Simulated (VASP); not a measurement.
# Nb (Im-3m) in VASP: relaxation of cell and atoms with r2SCAN

Aim: the relaxation of cell and atoms of Nb with r2SCAN.

Everything below comes from runs of VASP 6.6.1. Logs are shortened: lines on timing, memory, paths and dates and some standing lists are left out, and cuts for length are marked.

## 1. The cell of the first run

The structure is cubic, space group Im-3m (No. 229). The conventional cell has a = 3.328 Å, b = 3.328 Å, c = 3.328 Å, α = 90.00°, β = 90.00°, γ = 90.00°. Within 3.8 Å of Nb (site symmetry m-3m) lie 14 Nb at 2.88 to 3.33 Å.

## 2. Relaxation of cell and atoms, r2SCAN

POSCAR

```
Nb
1.0
   -1.6639500000      1.6639500000      1.6639500000
    1.6639500000     -1.6639500000      1.6639500000
    1.6639500000      1.6639500000     -1.6639500000
Nb
1
Direct
    0.0000000000      0.0000000000      0.0000000000
```

INCAR.step1

```
PREC = Accurate
ENCUT = 550
ISMEAR = -1
SIGMA = 0.05
LREAL = False
LASPH = True
NELM = 120
GGA = PE
ALGO = Normal
EDIFF = 1E-5
LWAVE = True
LCHARG = False
GGA_COMPAT = False
IBRION = 2
ISIF = 3
EDIFFG = -0.005
NELMIN = 4
NSW = 100
```

INCAR.step2

```
PREC = Accurate
ENCUT = 550
EDIFF = 1E-7
ISMEAR = -1
SIGMA = 0.05
LREAL = False
LASPH = True
NELM = 120
ALGO = Normal
ISIF = 3
LWAVE = False
LCHARG = False
METAGGA = R2SCAN
LMIXTAU = True
IBRION = 2
NSW = 100
EDIFFG = -0.002
ISTART = 1
GGA_COMPAT = False
NELMIN = 4
```

KPOINTS

```
Automatic mesh
0
Gamma
  26 26 26
```

Potentials or basis: VASP PAW PBE potentials, release 64 (Nb_sv).

On the command line:

```bash
$ cat potpaw_PBE.64/Nb_sv/POTCAR > POTCAR
$ cp INCAR.step1 INCAR
$ mpirun -np 1 vasp_std > vasp.out
$ cp INCAR.step2 INCAR
$ mpirun -np 1 vasp_std > vasp.out
```

OUTCAR:

```text
PREC = Accurate
   ENCUT = 550
   EDIFF = 1E-7
   ISMEAR = -1
   LREAL = False
   LASPH = True
   NELM = 120
   ISIF = 3
   METAGGA = R2SCAN
   IBRION = 2
   NSW = 100
   EDIFFG = -0.002
   ISTART = 1
   NELMIN = 4

 ion  position               nearest neighbor table
   1  0.000  0.000  0.000-

  LATTYP: Found a body centered cubic cell.
 ALAT       =     3.3279000000

  Lattice vectors:

 A1 = (  -1.6639500000,   1.6639500000,   1.6639500000)
 A2 = (   1.6639500000,  -1.6639500000,   1.6639500000)
 A3 = (   1.6639500000,   1.6639500000,  -1.6639500000)

Analysis of symmetry for initial positions (statically):
=====================================================================
 Subroutine PRICEL returns:
 Original cell was already a primitive cell.

 Routine SETGRP: Setting up the symmetry group for a
 body centered cubic supercell.

 Subroutine GETGRP returns: Found 48 space group operations
 (whereof 48 operations were pure point group operations)
 out of a pool of 48 trial point group operations.

The static configuration has the point symmetry O_h .

Analysis of symmetry for dynamics (positions and initial velocities):
=====================================================================
 Subroutine PRICEL returns:
 Original cell was already a primitive cell.

 Routine SETGRP: Setting up the symmetry group for a
 body centered cubic supercell.

 Subroutine GETGRP returns: Found 48 space group operations
 (whereof 48 operations were pure point group operations)
 out of a pool of 48 trial point group operations.

The dynamic configuration has the point symmetry O_h .

 Subroutine INISYM returns: Found 48 space group operations
 (whereof 48 operations are pure point group operations),
 and found     1 'primitive' translations

----------------------------------------------------------------------------------------

                                     Primitive cell

  volume of cell :      18.4281

  direct lattice vectors                    reciprocal lattice vectors
    -1.663950000  1.663950000  1.663950000     0.000000000  0.300489798  0.300489798
     1.663950000 -1.663950000  1.663950000     0.300489798  0.000000000  0.300489798
     1.663950000  1.663950000 -1.663950000     0.300489798  0.300489798  0.000000000

  length of vectors
     2.882045941  2.882045941  2.882045941     0.424956748  0.424956748  0.424956748

  position of ions in fractional coordinates (direct lattice)
     0.000000000  0.000000000  0.000000000

  ion indices of the primitive-cell ions
   primitive index   ion index
                 1           1

----------------------------------------------------------------------------------------

 KPOINTS: Automatic mesh

Automatic generation of k-mesh.
 Grid dimensions read from file:
 generate k-points for:   26   26   26

 Generating k-lattice:

  Cartesian coordinates                     Fractional coordinates (reciprocal lattice)
     0.000000000  0.011557300  0.011557300     0.038461538  0.000000000  0.000000000
     0.011557300  0.000000000  0.011557300     0.000000000  0.038461538  0.000000000
     0.011557300  0.011557300  0.000000000     0.000000000  0.000000000  0.038461538

  Length of vectors
     0.016344490  0.016344490  0.016344490

  Shift w.r.t. Gamma in fractional coordinates (k-lattice)
     0.000000000  0.000000000  0.000000000

 Subroutine IBZKPT returns following result:
 ===========================================

 Found    511 irreducible k-points:

 Following reciprocal coordinates:
            Coordinates               Weight
  0.000000  0.000000  0.000000      1.000000
  0.038462  0.000000  0.000000     12.000000
  0.076923  0.000000  0.000000     12.000000
  0.115385  0.000000  0.000000     12.000000
  0.153846  0.000000  0.000000     12.000000
  0.192308  0.000000  0.000000     12.000000
[... 16 lines left out ...]
  0.346154  0.038462 -0.000000     48.000000
  0.384615  0.038462  0.000000     48.000000
 [... further k-points ...]
   k-points           NKPTS =    511   k-points in BZ     NKDIM =    511   number of bands    NBANDS=     10
   number of dos      NEDOS =    301   number of ions     NIONS =      1
   total plane-waves  NPLWV =  13824
   dimension x,y,z NGX =    24 NGY =   24 NGZ =   24
   dimension x,y,z NGXF=    48 NGYF=   48 NGZF=   48
   ions per type =               1
   NGX,Y,Z   is equivalent  to a cutoff of  13.84, 13.84, 13.84 a.u.
   NGXF,Y,Z  is equivalent  to a cutoff of  27.69, 27.69, 27.69 a.u.
 SYSTEM =  unknown system
   PREC   = accura    normal or accurate (medium, high low for compatibility)
   ISTART =      1    job   : 0-new  1-cont  2-samecut
   ICHARG =      0    charge: 1-file 2-atom 10-const
   ISPIN  =      1    spin polarized calculation?
   LNONCOLLINEAR =      F non collinear calculations
   LSORBIT =      F    spin-orbit coupling
   LASPH  =      T    aspherical Exc in radial PAW
   ENCUT  =  550.0 eV  40.42 Ry    6.36 a.u.   5.51  5.51  5.51*2*pi/ulx,y,z
   NELM   =    120;   NELMIN=  4; NELMDL=  0     # of ELM steps
   EDIFF  = 0.1E-06   stopping-criterion for ELM
   LREAL  =      F    real-space projection
   EDIFFG = -.2E-02   stopping-criterion for IOM
   NSW    =    100    number of steps for IOM
   IBRION =      2    ionic relax: 0-MD 1-quasi-New 2-CG
   NFREE  =      1    steps in history (QN), initial steepest desc. (CG)
   ISIF   =      3    stress and relaxation
   ISYM   =      2    0-nonsym 1-usesym 2-fastsym
   POTIM  = 0.5000    time-step for ionic-motion
   TEBEG  =    0.0;   TEEND  =   0.0 temperature during run
   PSTRESS=    0.0 pullay stress
   NELECT =      13.0000    total number of electrons
   NUPDOWN=      -1.0000    fix difference up-down
   EMIN   =  10.00;   EMAX   =-10.00  energy-range for DOS
   EFERMI =   0.00;   METHOD = LEGACY
   ISMEAR =    -1;   SIGMA  =   0.05  broadening in eV -4-tet -1-fermi 0-gaus
   EFERMI_NEDOS =   21; number of points for ismear=-14 and -15
   IALGO  =     38    algorithm
   IMIX   =      4    mixing-type and parameters
     AMIX     =   0.40;   BMIX     =  1.00
     AMIX_MAG =   1.60;   BMIX_MAG =  1.00
  volume/ion in A,a.u.               =      18.43       124.36
  Fermi-wavevector in a.u.,A,eV,Ry     =   1.457345  2.753983 28.896790  2.123854
  Thomas-Fermi vector in A             =   2.574157
   LORBIT       =      0    0 simple, 1 ext, 2 COOP (PROOUT), +10 PAW based schemes
   METAGGA = R2SCAN    functional components
   LHFCALC =     F    Hartree Fock is set to
   AEXX    =    0.0000 exact exchange contribution
   IVDW    =     0    specifies the selected vdW correction
   LEPSILON=     F    determine dielectric tensor
   LRPA    =     F    only Hartree local field effects (RPA)
 conjugate gradient relaxation of ions
 non-spin polarized calculation
  energy-cutoff  :      550.00
  volume of cell :       18.43
 maximum number of plane-waves:       559
 NGX is ok and might be reduce to    24
   NGX = 11   NGY = 11   NGZ = 11

--------------------------------------- Ionic step        1  -------------------------------------------

 number of electron      12.9999999 magnetization

 Free energy of the ion-electron system (eV)
  ---------------------------------------------------
  ext. energy  EPLUGINS =         0.00000000
  ---------------------------------------------------
  free energy    TOTEN  =       -24.84308815 eV

  energy without entropy =      -24.83116661  energy(sigma->0) =      -24.83712738

------------------------ aborting loop because EDIFF is reached ----------------------------------------

  FORCE on cell =-STRESS in cart. coord.  units (eV):
  Direction    XX          YY          ZZ          XY          YZ          ZX
  --------------------------------------------------------------------------------------
  -------------------------------------------------------------------------------------
  Total       -0.4508176     -0.4508176     -0.4508176      0.0000000      0.0000000      0.0000000
  in kB      -39.1950004    -39.1950004    -39.1950004      0.0000000      0.0000000      0.0000000
  external PRESSURE =     -39.1950004 kB  Pullay stress =       0.0000000 kB
[... 160 lines left out ...]
  energy  without entropy=      -24.8367519440  energy(sigma->0) =      -24.84255849

--------------------------------------- Ionic step        6  -------------------------------------------

 number of electron      13.0000000 magnetization

 Free energy of the ion-electron system (eV)
  ---------------------------------------------------
  ext. energy  EPLUGINS =         0.00000000
  ---------------------------------------------------
  free energy    TOTEN  =       -24.84836568 eV

  energy without entropy =      -24.83675563  energy(sigma->0) =      -24.84256065

 E-fermi :  11.1415     XC(G=0): -13.6283

 val. band max:       11.1364040319   @ k =   0.3077   0.1923   0.0769
 cond. band min:      11.1443224405   @ k =   0.3077   0.1923   0.0385
 fundamental gap:      0.0079184086
 Fermi energy:        11.1414910245

 k-point     1 :       0.0000    0.0000    0.0000
  band No.  band energies     occupation
      1     -45.0119      2.00000
      2     -19.5503      2.00000
      3     -19.5503      2.00000
      4     -19.5503      2.00000
      5       4.8533      2.00000
      6      11.5860      0.00028
      7      11.5860      0.00028
      8      11.5860      0.00028
      9      14.7098      0.00000
     10      14.7098      0.00000
[... 287 lines left out ...]
 k-point    24 :       0.3846    0.0385    0.0000
  band No.  band energies     occupation
      1     -44.7655      2.00000
      2     -20.8758      2.00000
      3     -19.9690      2.00000
      4     -19.5721      2.00000
      5       7.3822      2.00000
      6       9.5945      2.00000
      7      12.4032      0.00000
      8      14.6697      0.00000
      9      15.3567      0.00000
     10      16.9833      0.00000

 [... further k-points ...]

------------------------ aborting loop because EDIFF is reached ----------------------------------------

  FORCE on cell =-STRESS in cart. coord.  units (eV):
  Direction    XX          YY          ZZ          XY          YZ          ZX
  --------------------------------------------------------------------------------------
  -------------------------------------------------------------------------------------
  Total        0.0000974      0.0000974      0.0000974     -0.0000000      0.0000000      0.0000000
  in kB        0.0086687      0.0086687      0.0086687     -0.0000000      0.0000000      0.0000000
  external PRESSURE =       0.0086687 kB  Pullay stress =       0.0000000 kB
[... 16 lines left out ...]
  FREE ENERGIE OF THE ION-ELECTRON SYSTEM (eV)
  ---------------------------------------------------
  free  energy   TOTEN  =       -24.8483656789 eV

  energy  without entropy=      -24.8367556304  energy(sigma->0) =      -24.84256065

 reached required accuracy - stopping structural energy minimisation
```

Wall time 18 min (1 thread of Intel Xeon 8259CL, shared host); peak memory 0.25 GiB.

Results:

| Property | Result |
| --- | --- |
| Free energy | -24.8484 eV |
| Relaxed volume | 18.01 Å³/atom |
| Relaxed cell | a = 2.860 Å, b = 2.860 Å, c = 2.860 Å, α = 109.47°, β = 109.47°, γ = 109.47° |
| Space group after relaxing (to 0.1 Å) | Im-3m (No. 229) |
| Energy gained by relaxing | 5.3 meV/atom |
| Ionic steps | 6 |
| Pressure after relaxing | 0.0 GPa |
| Band gap on the k mesh | zero (an odd number of electrons rules out a gap without spin polarisation) |

The path:
| step | energy change (eV) | largest force (eV/Å) | pressure (GPa) | volume (Å³) |
| --- | --- | --- | --- | --- |
| 1 | 0.0000 | 0.0000 | -3.92 | 18.43 |
| 2 | 0.0133 | 0.0000 | 8.15 | 17.25 |
| 3 | -0.0053 | 0.0000 | -0.05 | 18.01 |
| 4 | -0.0053 | 0.0000 | 0.03 | 18.00 |
| 5 | -0.0053 | 0.0000 | -0.04 | 18.01 |
| 6 | -0.0053 | 0.0000 | 0.00 | 18.01 |

Final structure:
```
Nb
1.0
    -1.65112    1.65112    1.65112
     1.65112   -1.65112    1.65112
     1.65112    1.65112   -1.65112
Nb
1
Direct
  0.00000 0.00000 0.00000
```

Caveat: the PAW data sets were made with another functional, which shifts forces and pressure a little.
